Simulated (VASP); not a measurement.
# CoO in VASP: a series of runs, part 2 of 2

VASP 6.6.1.

**4. Single point, PBE+U, collinear spin, antiferromagnetic start**

This run uses another cell than the first one, of 11.58 Å³/atom.

The input, INCAR:

```
ALGO     = Normal         # electronic algorithm
EDIFF    = 1E-6           # SCF threshold, eV
ENCUT    = 520            # plane-wave cutoff, eV
GGA      = PE             # functional
ISIF     = 2              # what is computed and relaxed
ISMEAR   = 0              # smearing method
ISPIN    = 2              # spin polarisation
LASPH    = T              # aspherical terms in the spheres
LCHARG   = T              # write CHGCAR
LDAU     = T              # DFT+U
LDAUJ    = 0 0          
LDAUL    = 2 -1           # shell
LDAUPRINT= 1            
LDAUTYPE = 2            
LDAUU    = 3.32 0         # U, eV
LELF     = T              # ELF
LMAXMIX  = 4              # l up to which the mixer works
LORBIT   = 11             # projections on sites
LREAL    = F              # projectors in reciprocal space
LVHAR    = T            
LWAVE    = F              # write WAVECAR
MAGMOM   = -2.67 2.67 0 0 # initial moments
NBANDS   = 27             # bands
NELM     = 150            # most SCF steps
PREC     = Accurate       # precision mode
SIGMA    = 0.02           # smearing width, eV
```

The input, KPOINTS:

```
k-points
0
Gamma
  12 12 6
```

The input, POSCAR:

```
CoO
1.0
    3.1976457435      0.0000000000      0.0000000000
   -1.5988228718      2.7692424462      0.0000000000
    0.0000000000      0.0000000000      5.2287097100
Co O
2 2
Direct
    0.0000000000      0.0000000000      0.0034741400
    0.3333333300      0.6666666700      0.5033624100
    0.0000000000      0.0000000000      0.3716088500
    0.3333333300      0.6666666700      0.8715556000
```

Started as:

```console
> cat potpaw_PBE.64/Co/POTCAR potpaw_PBE.64/O/POTCAR > POTCAR
> mpirun -np 1 vasp_std > vasp.out
```

Run time: 91 s. Hardware: 1 thread of Intel Xeon 6975P-C (Granite Rapids), shared host; peak memory 0.3 GiB.

Results (log left out):

```yaml
Free_energy: -24.3714 eV
Pressure: 7.6 GPa
Largest_force: 0.140 eV/Å
Band_gap_on_the_k_mesh: 1.21 eV (least direct gap 1.31 eV)
Net_moment: 0.00 μB per cell
Site_moments: Co -2.62, +2.62; O +0.09, -0.09 μB
Valence_electrons_inside_the_program's_atomic_spheres: Co 8.00; O 5.03
```

Forces on the atoms (eV/Å):
```
Co   0.000  0.000 -0.140
Co   0.000  0.000 -0.130
O    0.000  0.000  0.134
O    0.000  0.000  0.136
```

Stress tensor (GPa, compression positive):
```
7.46 0.00 0.00
0.00 7.46 0.00
0.00 0.00 7.79
```

Levels at points of the mesh, in eV from the valence-band top:
Spin up:
| k point | band 13 | band 14 | band 15 | band 16 | band 17 | band 18 |
| --- | --- | --- | --- | --- | --- | --- |
| (0.00, 0.00, 0.00) | -1.40 | -0.10 | -0.10 | 1.21 | 3.43 | 4.04 |
| (0.50, 0.00, 0.00) | -1.69 | -0.69 | -0.29 | 2.04 | 2.71 | 3.39 |
| (0.00, 0.00, 0.50) | -1.52 | 0.00 | 0.00 | 2.80 | 3.58 | 3.96 |
| (0.50, 0.00, 0.50) | -1.44 | -0.74 | -0.73 | 2.14 | 3.00 | 3.33 |
Spin down:
```csv
k point,band 12,band 13,band 14,band 15,band 16,band 17,band 18,band 19
"(0.00, 0.00, 0.00)",-1.41,-1.40,-0.10,-0.10,1.21,3.43,4.04,4.04
"(0.50, 0.00, 0.00)",-2.03,-1.69,-0.69,-0.29,2.04,2.71,3.39,6.75
"(0.00, 0.00, 0.50)",-1.52,-1.52,0.00,0.00,2.80,3.59,3.96,3.96
"(0.50, 0.00, 0.50)",-1.45,-1.44,-0.74,-0.72,2.14,3.00,3.33,6.19
```

Eigenvalues of the final occupation matrices:
| site | spin | trace | eigenvalues |
| --- | --- | --- | --- |
| site 1 d | 1 | 2.33 | 0.13 0.13 0.15 0.96 0.96 |
| site 1 d | 2 | 4.89 | 0.97 0.97 0.99 0.99 0.99 |
| site 2 d | 1 | 4.89 | 0.97 0.97 0.99 0.99 0.99 |
| site 2 d | 2 | 2.33 | 0.13 0.13 0.15 0.96 0.96 |

Caveat: the cell stands under pressure.

**5. Single point, PBE+U, collinear spin, antiferromagnetic start**

This run uses another cell than the first one, of 11.58 Å³/atom.

The input, INCAR:

```
PREC = Accurate
ENCUT = 520
EDIFF = 1E-7
ISMEAR = 0
SIGMA = 0.1
LREAL = False
LASPH = True
NELM = 150
ALGO = Normal
ISIF = 2
LWAVE = False
LCHARG = False
ISPIN = 2
MAGMOM = -3 3 0 0
LORBIT = 11
LMAXMIX = 4
LDAU = True
LDAUTYPE = 2
LDAUL = 2 -1
LDAUU = 3.32 0
LDAUJ = 0 0
LDAUPRINT = 1
GGA = PE
NBANDS = 27
```

The input, KPOINTS:

```
Automatic mesh
0
Gamma
  6 6 4
```

POSCAR is that of step 4.

Started as:

```console
> cat potpaw_PBE.64/Co/POTCAR potpaw_PBE.64/O/POTCAR > POTCAR
> mpirun -np 1 vasp_std > vasp.out
```

Run time: 27 s. Hardware: 1 thread of Intel Xeon 6975P-C (Granite Rapids), shared host; peak memory 0.19 GiB.

Results (log left out):

- Free energy: -24.3709 eV
- Pressure: 7.6 GPa
- Largest force: 0.139 eV/Å
- Band gap on the k mesh: 1.21 eV (least direct gap 1.31 eV)
- Net moment: 0.00 μB per cell
- Site moments: Co -2.62, +2.62; O +0.09, -0.09 μB
- Valence electrons inside the program's atomic spheres: Co 8.00; O 5.03

Forces in eV/Å, atoms in the order of the input:
```
Co   0.000  0.000 -0.139
Co   0.000  0.000 -0.129
O    0.000  0.000  0.133
O    0.000  0.000  0.135
```

Stress tensor (GPa, compression positive):
```
7.46 0.00 0.00
0.00 7.46 0.00
0.00 0.00 7.78
```

Levels at points of the mesh, in eV from the valence-band top:
Spin up:
| k point | band 12 | band 13 | band 14 | band 15 | band 16 | band 17 | band 18 | band 19 |
| --- | --- | --- | --- | --- | --- | --- | --- | --- |
| (0.00, 0.00, 0.00) | -1.41 | -1.40 | -0.10 | -0.10 | 1.21 | 3.43 | 4.04 | 4.04 |
| (0.50, 0.00, 0.00) | -2.03 | -1.69 | -0.69 | -0.29 | 2.04 | 2.71 | 3.39 | 6.75 |
| (0.00, 0.00, 0.50) | -1.52 | -1.52 | 0.00 | 0.00 | 2.80 | 3.58 | 3.96 | 3.96 |
| (0.50, 0.00, 0.50) | -1.45 | -1.44 | -0.74 | -0.73 | 2.14 | 3.00 | 3.33 | 6.19 |
Spin down:
```
           k point  band 11  band 12  band 13  band 14  band 15  band 16  band 17  band 18  band 19  band 20
(0.00, 0.00, 0.00)    -1.41    -1.41    -1.40    -0.10    -0.10     1.21     3.43     4.04     4.04     6.52
(0.50, 0.00, 0.00)    -2.63    -2.03    -1.69    -0.69    -0.29     2.04     2.71     3.39     6.75     7.02
(0.00, 0.00, 0.50)    -1.57    -1.52    -1.52     0.00     0.00     2.80     3.59     3.96     3.96     4.43
(0.50, 0.00, 0.50)    -2.34    -1.45    -1.44    -0.74    -0.72     2.14     3.00     3.33     6.19     7.04
```

Eigenvalues of the final occupation matrices:
```csv
site,spin,trace,eigenvalues
site 1 d,1,2.33,0.13 0.13 0.15 0.96 0.96
site 1 d,2,4.89,0.97 0.97 0.99 0.99 0.99
site 2 d,1,4.89,0.97 0.97 0.99 0.99 0.99
site 2 d,2,2.33,0.13 0.13 0.15 0.96 0.96
```

Caveat: the cell stands under pressure. The state reached can hang on the start; a lower one may exist.

**6. Summary**

```tsv
cell	k mesh	smearing	gap on the mesh (eV)	pressure (GPa)	moment (μB)	largest force (eV/Å)
a = 3.130, b = 3.130, c = 5.133 Å, angles 90.0, 90.0, 120.0°, 4 atoms, atomic positions A	12 × 12 × 6	gaussian 0.02 eV	1.21	18.5	0.00	0.02
a = 3.173, b = 3.173, c = 5.167 Å, angles 90.0, 90.0, 120.0°, 4 atoms, atomic positions B	12 × 12 × 6	gaussian 0.02 eV	1.21	12.3	0.00	0.02
a = 3.198, b = 3.198, c = 5.229 Å, angles 90.0, 90.0, 120.0°, 4 atoms, atomic positions C	12 × 12 × 6	gaussian 0.02 eV	1.21	7.6	0.00	0.14
a = 3.198, b = 3.198, c = 5.229 Å, angles 90.0, 90.0, 120.0°, 4 atoms, atomic positions C	6 × 6 × 4	gaussian 0.1 eV	1.21	7.6	0.00	0.14
```

Alike in all rows: task single point; level PBE+U; potentials or basis VASP PAW PBE potentials, release 64 (Co, O); spin collinear, antiferromagnetic start; Co d U = 3.32 eV; cutoff (eV) 520.

Caveats: the cell stands under pressure.

Absolute energies hang on the potentials; compare differences alone.
